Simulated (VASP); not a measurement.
# MgO (Pm-3m) in VASP: a series of runs

MgO is run at these levels: r2SCAN, HSE06, PBE0; tasks: relaxation of cell and atoms, single point.

Program: VASP 6.6.1. These are calculated values, not measurements. Logs are shortened: lines on timing, memory, paths and dates and some standing lists are left out, and cuts for length are marked.

### 1 The cell of the first run

It takes space group Pm-3m (No. 221, cubic). Conventional cell: a = 2.660 Å, b = 2.660 Å, c = 2.660 Å, α = 90.00°, β = 90.00°, γ = 90.00°. Mg (site symmetry m-3m) has 8 O at 2.30 Å and 6 Mg at 2.66 Å within 3.0 Å. O (site symmetry m-3m) has 8 Mg at 2.30 Å and 6 O at 2.66 Å within 3.0 Å.

### 2 Relaxation of cell and atoms, r2SCAN

POSCAR reads:

```
MgO
1.0
    2.6598216230      0.0000000000      0.0000000000
    0.0000000000      2.6598216230      0.0000000000
    0.0000000000      0.0000000000      2.6598216230
Mg O
1 1
Direct
    0.0000000000      0.0000000000      0.0000000000
    0.5000000000      0.5000000000      0.5000000000
```

INCAR.step1 reads:

```
SYSTEM = MgO
PREC = Accurate ; ENCUT = 600
ISMEAR = -1 ; SIGMA = 0.02
LREAL = .FALSE. ; LASPH = .TRUE.
NELM = 100 ; GGA = PE
ALGO = Normal ; EDIFF = 1E-4
LWAVE = .TRUE. ; LCHARG = .FALSE.
```

INCAR.step2 reads:

```
SYSTEM = MgO
PREC = Accurate ; ENCUT = 600
EDIFF = 1E-6 ; ISMEAR = -1
SIGMA = 0.02 ; LREAL = .FALSE.
LASPH = .TRUE. ; NELM = 100
ALGO = Normal ; ISIF = 3
LWAVE = .FALSE. ; LCHARG = .FALSE.
METAGGA = R2SCAN ; LMIXTAU = .TRUE.
IBRION = 2 ; NSW = 80
EDIFFG = -0.005 ; ISTART = 1
```

KPOINTS reads:

```
regular mesh
0
G
  8 8 8
  0 0 0
```

Potentials or basis: VASP PAW PBE potentials, release 64 (Mg, O).

Started as:

```console
> cat potpaw_PBE.64/Mg/POTCAR potpaw_PBE.64/O/POTCAR > POTCAR
> cp INCAR.step1 INCAR
> mpirun -np 1 vasp_std > vasp.out
> cp INCAR.step2 INCAR
> mpirun -np 1 vasp_std > vasp.out
```

OUTCAR:

```text
SYSTEM = MgO
   PREC = Accurate
   ENCUT = 600
   EDIFF = 1E-6
   ISMEAR = -1
   LREAL = .FALSE.
   LASPH = .TRUE.
   NELM = 100
   ISIF = 3
   METAGGA = R2SCAN
   IBRION = 2
   NSW = 80
   EDIFFG = -0.005
   ISTART = 1

 ion  position               nearest neighbor table
   1  0.000  0.000  0.000-   2 2.30   2 2.30   2 2.30   2 2.30   2 2.30   2 2.30   2 2.30   2 2.30

   2  0.500  0.500  0.500-   1 2.30   1 2.30   1 2.30   1 2.30   1 2.30   1 2.30   1 2.30   1 2.30

  LATTYP: Found a simple cubic cell.
 ALAT       =     2.6598216230

  Lattice vectors:

 A1 = (   2.6598216230,   0.0000000000,   0.0000000000)
 A2 = (   0.0000000000,   2.6598216230,   0.0000000000)
 A3 = (   0.0000000000,   0.0000000000,   2.6598216230)

Analysis of symmetry for initial positions (statically):
=====================================================================
 Subroutine PRICEL returns:
 Original cell was already a primitive cell.

 Routine SETGRP: Setting up the symmetry group for a
 simple cubic supercell.

 Subroutine GETGRP returns: Found 48 space group operations
 (whereof 48 operations were pure point group operations)
 out of a pool of 48 trial point group operations.

The static configuration has the point symmetry O_h .

Analysis of symmetry for dynamics (positions and initial velocities):
=====================================================================
 Subroutine PRICEL returns:
 Original cell was already a primitive cell.

 Routine SETGRP: Setting up the symmetry group for a
 simple cubic supercell.

 Subroutine GETGRP returns: Found 48 space group operations
 (whereof 48 operations were pure point group operations)
 out of a pool of 48 trial point group operations.

The dynamic configuration has the point symmetry O_h .

 Subroutine INISYM returns: Found 48 space group operations
 (whereof 48 operations are pure point group operations),
 and found     1 'primitive' translations

----------------------------------------------------------------------------------------

                                     Primitive cell

  volume of cell :      18.8173

  direct lattice vectors                    reciprocal lattice vectors
     2.659821623  0.000000000  0.000000000     0.375965061  0.000000000  0.000000000
     0.000000000  2.659821623  0.000000000     0.000000000  0.375965061  0.000000000
     0.000000000  0.000000000  2.659821623     0.000000000  0.000000000  0.375965061

  length of vectors
     2.659821623  2.659821623  2.659821623     0.375965061  0.375965061  0.375965061

  position of ions in fractional coordinates (direct lattice)
     0.000000000  0.000000000  0.000000000
     0.500000000  0.500000000  0.500000000

  ion indices of the primitive-cell ions
   primitive index   ion index
                 1           1
                 2           2

----------------------------------------------------------------------------------------

 KPOINTS: regular mesh

Automatic generation of k-mesh.
 Grid dimensions read from file:
 generate k-points for:    8    8    8

 Generating k-lattice:

  Cartesian coordinates                     Fractional coordinates (reciprocal lattice)
     0.046995633  0.000000000  0.000000000     0.125000000  0.000000000  0.000000000
     0.000000000  0.046995633  0.000000000     0.000000000  0.125000000  0.000000000
     0.000000000  0.000000000  0.046995633     0.000000000  0.000000000  0.125000000

  Length of vectors
     0.046995633  0.046995633  0.046995633

  Shift w.r.t. Gamma in fractional coordinates (k-lattice)
     0.000000000  0.000000000  0.000000000

 Subroutine IBZKPT returns following result:
 ===========================================

 Found     35 irreducible k-points:

 Following reciprocal coordinates:
            Coordinates               Weight
  0.000000  0.000000  0.000000      1.000000
  0.125000  0.000000  0.000000      6.000000
  0.250000  0.000000  0.000000      6.000000
  0.375000  0.000000  0.000000      6.000000
  0.500000  0.000000  0.000000      3.000000
  0.125000  0.125000  0.000000     12.000000
[... 41 lines left out ...]

 number of electron       8.0000001 magnetization

 Free energy of the ion-electron system (eV)
  ---------------------------------------------------
  ext. energy  EPLUGINS =         0.00000000
  ---------------------------------------------------
  free energy    TOTEN  =       -14.51078435 eV

  energy without entropy =      -14.51078435  energy(sigma->0) =      -14.51078435

------------------------ aborting loop because EDIFF is reached ----------------------------------------

  FORCE on cell =-STRESS in cart. coord.  units (eV):
  Direction    XX          YY          ZZ          XY          YZ          ZX
  --------------------------------------------------------------------------------------
  -------------------------------------------------------------------------------------
  Total       -0.8536697     -0.8536697     -0.8536697     -0.0000000      0.0000000     -0.0000000
  in kB      -72.6846831    -72.6846831    -72.6846831     -0.0000000      0.0000000     -0.0000000
  external PRESSURE =     -72.6846831 kB  Pullay stress =       0.0000000 kB
[... 89 lines left out ...]
  FREE ENERGIE OF THE ION-ELECTRON SYSTEM (eV)
  ---------------------------------------------------
  free  energy   TOTEN  =       -14.5327590279 eV

  energy  without entropy=      -14.5327590279  energy(sigma->0) =      -14.53275903

[... ionic steps 4 to 10 ...]

--------------------------------------- Ionic step       11  -------------------------------------------

 number of electron       8.0000002 magnetization

------------------------ aborting loop because EDIFF is reached ----------------------------------------

  FORCE on cell =-STRESS in cart. coord.  units (eV):
  Direction    XX          YY          ZZ          XY          YZ          ZX
  --------------------------------------------------------------------------------------
  -------------------------------------------------------------------------------------
  Total       -0.0123289     -0.0123289     -0.0123289     -0.0000000      0.0000000     -0.0000000
  in kB       -1.1030883     -1.1030883     -1.1030883     -0.0000000      0.0000000     -0.0000000
  external PRESSURE =      -1.1030883 kB  Pullay stress =       0.0000000 kB
[... 57 lines left out ...]
  energy  without entropy=      -14.5327544148  energy(sigma->0) =      -14.53275441

--------------------------------------- Ionic step       13  -------------------------------------------

 number of electron       8.0000002 magnetization

 Free energy of the ion-electron system (eV)
  ---------------------------------------------------
  ext. energy  EPLUGINS =         0.00000000
  ---------------------------------------------------
  free energy    TOTEN  =       -14.53275555 eV

  energy without entropy =      -14.53275555  energy(sigma->0) =      -14.53275555

 E-fermi :   5.3320     XC(G=0): -11.9260

 val. band max:        4.8903547073   @ k =   0.5000   0.5000   0.0000
 cond. band min:       8.4237745822   @ k =   0.0000   0.0000   0.0000
 fundamental gap:      3.5334198749
 Fermi energy:         5.3320244376

 k-point     1 :       0.0000    0.0000    0.0000
  band No.  band energies     occupation
      1     -14.7495      2.00000
      2       3.8224      2.00000
      3       3.8224      2.00000
      4       3.8224      2.00000
      5       8.4238      0.00000
      6      16.3724      0.00000
      7      16.3724      0.00000
      8      26.9224      0.00000
[... 243 lines left out ...]
 k-point    24 :       0.5000    0.3750    0.1250
  band No.  band energies     occupation
      1     -12.6500      2.00000
      2      -0.1718      2.00000
      3       0.6525      2.00000
      4       4.1123      2.00000
      5      11.8447      0.00000
      6      16.8728      0.00000
      7      17.3740      0.00000
      8      21.2381      0.00000

 [... further k-points ...]

------------------------ aborting loop because EDIFF is reached ----------------------------------------

  FORCE on cell =-STRESS in cart. coord.  units (eV):
  Direction    XX          YY          ZZ          XY          YZ          ZX
  --------------------------------------------------------------------------------------
  -------------------------------------------------------------------------------------
  Total       -0.0099666     -0.0099666     -0.0099666      0.0000000      0.0000000     -0.0000000
  in kB       -0.8918534     -0.8918534     -0.8918534      0.0000000      0.0000000     -0.0000000
  external PRESSURE =      -0.8918534 kB  Pullay stress =       0.0000000 kB
[... 17 lines left out ...]
  FREE ENERGIE OF THE ION-ELECTRON SYSTEM (eV)
  ---------------------------------------------------
  free  energy   TOTEN  =       -14.5327555451 eV

  energy  without entropy=      -14.5327555451  energy(sigma->0) =      -14.53275555

 reached required accuracy - stopping structural energy minimisation
```

It took 90 s on 1 thread of AMD EPYC 9R45 (Zen 5), shared host; peak memory 0.13 GiB.

What came out:

```yaml
Free_energy: -14.5328 eV
Relaxed_volume: 8.95 Å³/atom
Relaxed_cell: a = 2.616 Å, b = 2.616 Å, c = 2.616 Å, α = 90.00°, β = 90.00°, γ = 90.00°
Space_group_after_relaxing_to_0.1_Å: Pm-3m (No. 221)
Energy_gained_by_relaxing: 11.0 meV/atom
Ionic_steps: 13
Pressure_after_relaxing: -0.1 GPa
Band_gap_on_the_k_mesh: 3.53 eV (least direct gap 4.60 eV)
```

The path:
| step | energy change (eV) | largest force (eV/Å) | pressure (GPa) | volume (Å³) |
| --- | --- | --- | --- | --- |
| 1 | 0.0000 | 0.0000 | -7.27 | 18.82 |
| 2 | -0.0207 | 0.0000 | 2.00 | 17.68 |
| 3 | -0.0220 | 0.0000 | 0.10 | 17.89 |
| 4 | -0.0220 | 0.0000 | -0.15 | 17.91 |
| 5 | -0.0220 | 0.0000 | -0.15 | 17.91 |
| 6 | -0.0220 | 0.0000 | -0.12 | 17.91 |
| 7 | -0.0220 | 0.0000 | -0.12 | 17.91 |
| 8 | -0.0220 | 0.0000 | -0.12 | 17.91 |
| 9 | -0.0220 | 0.0000 | -0.12 | 17.91 |
| 10 | -0.0220 | 0.0000 | -0.11 | 17.91 |
| 11 | -0.0220 | 0.0000 | -0.11 | 17.91 |
| 12 | -0.0220 | 0.0000 | -0.10 | 17.91 |
| 13 | -0.0220 | 0.0000 | -0.09 | 17.90 |

Final structure:
```
Mg O
1.0
     2.61610    0.00000    0.00000
     0.00000    2.61610    0.00000
     0.00000    0.00000    2.61610
Mg O
1 1
Direct
  0.00000 0.00000 0.00000
  0.50000 0.50000 0.50000
```

Caveat: the PAW data sets were made with another functional, which shifts forces and pressure a little. A k mesh can miss the band edges.

### 3 Single point, HSE06

This run uses another cell than the first one, of 9.03 Å³/atom.

POSCAR reads:

```
MgO
1.0
    2.6233490555      0.0000000000      0.0000000000
    0.0000000000      2.6233490555      0.0000000000
    0.0000000000      0.0000000000      2.6233490555
Mg O
1 1
Direct
    0.0000000000      0.0000000000      0.0000000000
    0.5000000000      0.5000000000      0.5000000000
```

INCAR.step1 reads:

```
SYSTEM = MgO
PREC = Accurate
ENCUT = 520
EDIFF = 1E-5
ISMEAR = 0
SIGMA = 0.01
LREAL = .False.
LASPH = .True.
NELM = 100
ALGO = Normal
ISIF = 2
LWAVE = .True.
NBANDS = 11
GGA = PE
```

INCAR.step2 reads:

```
SYSTEM = MgO
PREC = Accurate
ENCUT = 520
EDIFF = 1E-6
ISMEAR = 0
SIGMA = 0.01
LREAL = .False.
LASPH = .True.
NELM = 100
ALGO = Normal
ISIF = 2
LWAVE = .False.
LCHARG = .True.
GGA = PE
LHFCALC = .True.
HFSCREEN = 0.2079
PRECFOCK = Normal
LELF = .True.
LVHAR = .True.
NBANDS = 11
ISTART = 1
```

KPOINTS reads:

```
regular mesh
0
Gamma
  6 6 6
  0 0 0
```

Potentials or basis: VASP PAW PBE potentials, release 64 (Mg, O).

Started as:

```console
> cat potpaw_PBE.64/Mg/POTCAR potpaw_PBE.64/O/POTCAR > POTCAR
> cp INCAR.step1 INCAR
> mpirun -np 1 vasp_std > vasp.out
> cp INCAR.step2 INCAR
> mpirun -np 1 vasp_std > vasp.out
```

Wall time 3.2 min (1 thread of AMD EPYC 9R45 (Zen 5), shared host); peak memory 0.2 GiB.

Results (log left out):

```yaml
Free_energy: -12.6037 eV
Pressure: -1.2 GPa
Band_gap_on_the_k_mesh: 4.14 eV (least direct gap 5.24 eV)
```

Levels at points of the mesh, in eV from the valence-band top:
| k point | band 1 | band 2 | band 3 | band 4 | band 5 | band 6 | band 7 | band 8 |
| --- | --- | --- | --- | --- | --- | --- | --- | --- |
| (0.00, 0.00, 0.00) | -20.27 | -1.10 | -1.10 | -1.10 | 4.14 | 12.18 | 12.18 | 22.80 |
| (0.50, 0.00, 0.00) | -18.96 | -7.02 | -0.61 | -0.61 | 8.82 | 11.61 | 16.49 | 19.35 |
| (0.50, 0.50, 0.00) | -18.03 | -5.12 | -5.12 | 0.00 | 6.56 | 14.43 | 14.43 | 15.33 |
| (0.50, 0.50, 0.50) | -17.13 | -3.97 | -3.97 | -3.97 | 9.18 | 9.18 | 9.18 | 18.55 |

Caveat: the PAW data sets were made with another functional, which shifts forces and pressure a little. A k mesh can miss the band edges.

### 4 Single point, PBE0

This run uses another cell than the first one, of 9.03 Å³/atom.

POSCAR is that of step 3.

INCAR.step1 reads:

```
SYSTEM = MgO
ALGO     = Normal         ! electronic algorithm
EDIFF    = 1E-5           ! SCF threshold, eV
ENCUT    = 520            ! plane-wave cutoff, eV
GGA      = PE             ! functional
ISIF     = 2              ! what is computed and relaxed
ISMEAR   = 0              ! smearing method
LASPH    = .TRUE.         ! aspherical terms in the spheres
LREAL    = .FALSE.        ! projectors in reciprocal space
LWAVE    = .TRUE.         ! write WAVECAR
NBANDS   = 11             ! bands
NELM     = 60             ! most SCF steps
PREC     = Accurate       ! precision mode
SIGMA    = 0.01           ! smearing width, eV
```

INCAR.step2 reads:

```
SYSTEM = MgO
AEXX     = 0.25           ! exact-exchange fraction
ALGO     = Normal         ! electronic algorithm
EDIFF    = 1E-6           ! SCF threshold, eV
ENCUT    = 520            ! plane-wave cutoff, eV
GGA      = PE             ! functional
ISIF     = 2              ! what is computed and relaxed
ISMEAR   = 0              ! smearing method
ISTART   = 1            
LASPH    = .TRUE.         ! aspherical terms in the spheres
LCHARG   = .TRUE.         ! write CHGCAR
LELF     = .TRUE.         ! ELF
LHFCALC  = .TRUE.         ! exact exchange
LREAL    = .FALSE.        ! projectors in reciprocal space
LVHAR    = .TRUE.       
LWAVE    = .FALSE.        ! write WAVECAR
NBANDS   = 11             ! bands
NELM     = 60             ! most SCF steps
PREC     = Accurate       ! precision mode
PRECFOCK = Normal       
SIGMA    = 0.01           ! smearing width, eV
```

KPOINTS reads:

```
k-points
0
G
  6 6 6
  0 0 0
```

Started as:

```console
> cat potpaw_PBE.64/Mg/POTCAR potpaw_PBE.64/O/POTCAR > POTCAR
> cp INCAR.step1 INCAR
> mpirun -np 1 vasp_std > vasp.out
> cp INCAR.step2 INCAR
> mpirun -np 1 vasp_std > vasp.out
```

Wall time 3.2 min (1 thread of AMD EPYC 9R45 (Zen 5), shared host); peak memory 0.11 GiB.

Results (log left out):

| Quantity | Value |
| --- | --- |
| Free energy | -13.1860 eV |
| Pressure | -1.1 GPa |
| Band gap on the k mesh | 4.90 eV (least direct gap 6.00 eV) |

Levels at points of the mesh, in eV from the valence-band top:
| k point | band 1 | band 2 | band 3 | band 4 | band 5 | band 6 | band 7 | band 8 | band 9 |
| --- | --- | --- | --- | --- | --- | --- | --- | --- | --- |
| (0.00, 0.00, 0.00) | -20.28 | -1.10 | -1.10 | -1.10 | 4.90 | 12.96 | 12.96 | 23.61 | 23.61 |
| (0.50, 0.00, 0.00) | -18.98 | -7.04 | -0.61 | -0.61 | 9.59 | 12.41 | 17.27 | 20.16 | 20.97 |
| (0.50, 0.50, 0.00) | -18.04 | -5.13 | -5.13 | 0.00 | 7.34 | 15.22 | 15.22 | 16.13 | 22.17 |
| (0.50, 0.50, 0.50) | -17.14 | -3.97 | -3.97 | -3.97 | 9.96 | 9.96 | 9.96 | 19.36 | 22.20 |

Caveat: the PAW data sets were made with another functional, which shifts forces and pressure a little. A k mesh can miss the band edges.

### 5 Single point, HSE06

This run uses another cell than the first one, of 8.99 Å³/atom.

POSCAR reads:

```
MgO
1.0
    2.6193446035      0.0000000000      0.0000000000
    0.0000000000      2.6193446035      0.0000000000
    0.0000000000      0.0000000000      2.6193446035
Mg O
1 1
Direct
    0.0000000000      0.0000000000      0.0000000000
    0.5000000000      0.5000000000      0.5000000000
```

INCAR.step1 reads:

```
SYSTEM = MgO
ALGO = Normal
EDIFF = 1E-5
ENCUT = 520
GGA = PE
ISIF = 2
ISMEAR = -1
LASPH = .True.
LCHARG = .False.
LREAL = .False.
LWAVE = .True.
NBANDS = 11
NELM = 60
PREC = Accurate
SIGMA = 0.02
```

INCAR.step2 reads:

```
SYSTEM = MgO
ALGO = Normal
EDIFF = 1E-7
ENCUT = 520
GGA = PE
HFSCREEN = 0.2079
ISIF = 2
ISMEAR = -1
ISTART = 1
LASPH = .True.
LCHARG = .False.
LHFCALC = .True.
LREAL = .False.
LWAVE = .False.
NBANDS = 11
NELM = 60
PREC = Accurate
PRECFOCK = Normal
SIGMA = 0.02
```

KPOINTS reads:

```
k-points
0
Gamma
  6 6 6
  0 0 0
```

Started as:

```console
> cat potpaw_PBE.64/Mg/POTCAR potpaw_PBE.64/O/POTCAR > POTCAR
> cp INCAR.step1 INCAR
> mpirun -np 1 vasp_std > vasp.out
> cp INCAR.step2 INCAR
> mpirun -np 1 vasp_std > vasp.out
```

It took 3.7 min on 1 thread of AMD EPYC 9R45 (Zen 5), shared host; peak memory 0.21 GiB.

It converged, with:

| Quantity | Value |
| --- | --- |
| Free energy | -12.6040 eV |
| Pressure | -0.5 GPa |
| Band gap on the k mesh | 4.18 eV (least direct gap 5.29 eV) |

Levels at points of the mesh, in eV from the valence-band top:
```
           k point  band 1  band 2  band 3  band 4  band 5  band 6  band 7  band 8
(0.00, 0.00, 0.00)  -20.30   -1.11   -1.11   -1.11    4.18   12.19   12.19   22.88
(0.50, 0.00, 0.00)  -18.98   -7.05   -0.62   -0.62    8.86   11.66   16.52   19.38
(0.50, 0.50, 0.00)  -18.05   -5.15   -5.15    0.00    6.58   14.48   14.48   15.37
(0.50, 0.50, 0.50)  -17.13   -3.99   -3.99   -3.99    9.21    9.21    9.21   18.64
```

Caveat: the PAW data sets were made with another functional, which shifts forces and pressure a little. A k mesh can miss the band edges.

### 6 The runs side by side

```csv
task,level,cell,k mesh,cutoff (eV),smearing,grid for exact exchange (PRECFOCK),share of exact exchange,screening parameter,gap on the mesh (eV),pressure (GPa)
relaxation of cell and atoms,r2SCAN,"relaxed from a = 2.660 Å, 2 atoms",8 × 8 × 8,600,fermi-dirac 0.02 eV,-,-,-,3.53,-0.1
single point,HSE06,"a = 2.623 Å, 2 atoms",6 × 6 × 6,520,gaussian 0.01 eV,Normal,0.25,0.2079 1/Å,4.14,-1.2
single point,PBE0,"a = 2.623 Å, 2 atoms",6 × 6 × 6,520,gaussian 0.01 eV,Normal,0.25,-,4.90,-1.1
single point,HSE06,"a = 2.619 Å, 2 atoms",6 × 6 × 6,520,fermi-dirac 0.02 eV,Normal,0.25,0.2079 1/Å,4.18,-0.5
```

Alike in all rows: potentials or basis VASP PAW PBE potentials, release 64 (Mg, O); no spin polarisation.

Caveats: the PAW data sets were made with another functional, which shifts forces and pressure a little.

Total energies depend on the potentials used, so only differences within one code and one set of settings carry meaning.
